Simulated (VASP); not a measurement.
Input of a VASP 6.6.1 run:

File INCAR:

```
SYSTEM = Ga2O3
PREC = Accurate ; ENCUT = 520
EDIFF = 1E-6 ; ISMEAR = 0
SIGMA = 0.05 ; LREAL = .FALSE.
LASPH = .TRUE. ; NELM = 80
ALGO = Normal ; ISIF = 2
LWAVE = .FALSE. ; LCHARG = .FALSE.
GGA = PE ; NBANDS = 55
```

KPOINTS

```
Automatic mesh
0
G
  6 6 6
  0 0 0
```

File POSCAR:

```
Ga2O3
1.0
    2.5287245564      1.4599598033      4.5410352127
   -2.5287245564      1.4599598033      4.5410352127
    0.0000000000     -2.9199196066      4.5410352127
Ga O
4 6
Direct
    0.4220298786      0.3381409340      0.3074354491
    0.1441312461      0.1441312461      0.1441312461
    0.6441312461      0.6441312461      0.6441312461
    0.8558687539      0.8558687539      0.8558687539
    0.5531733332      0.9468266668      0.2500000000
    0.2500000000      0.5531733332      0.9468266668
    0.9468266668      0.2500000000      0.5531733332
    0.4468266668      0.0531733332      0.7500000000
    0.7500000000      0.4468266668      0.0531733332
    0.0531733332      0.7500000000      0.4468266668
```

Potentials or basis: VASP PAW PBE potentials, release 64 (Ga_d, O).

Command:

```bash
$ cat potpaw_PBE.64/Ga_d/POTCAR potpaw_PBE.64/O/POTCAR > POTCAR
$ mpirun -np 1 vasp_std > vasp.out
```

Question: Estimate the pressure.

Answer: 4.3 GPa.

Question: Predict the largest force.

Answer: 5.897 eV/Å.

Question: What does it give for the band gap on the k mesh?

Answer: 2.20 eV (least direct gap 2.28 eV).

Stress tensor (GPa, compression positive):
```
0.58 0.81 2.88
0.81 8.43 4.70
2.88 4.70 3.92
```

Caveat: the cell differs from its parent crystal (atom 1 (Ga) moved +0.300 Å along Cartesian [1 1 0]); the cell stands under pressure; forces of over 1 eV/Å act on the atoms, so gaps and moduli don't describe the material at rest. A k mesh can miss the band edges.
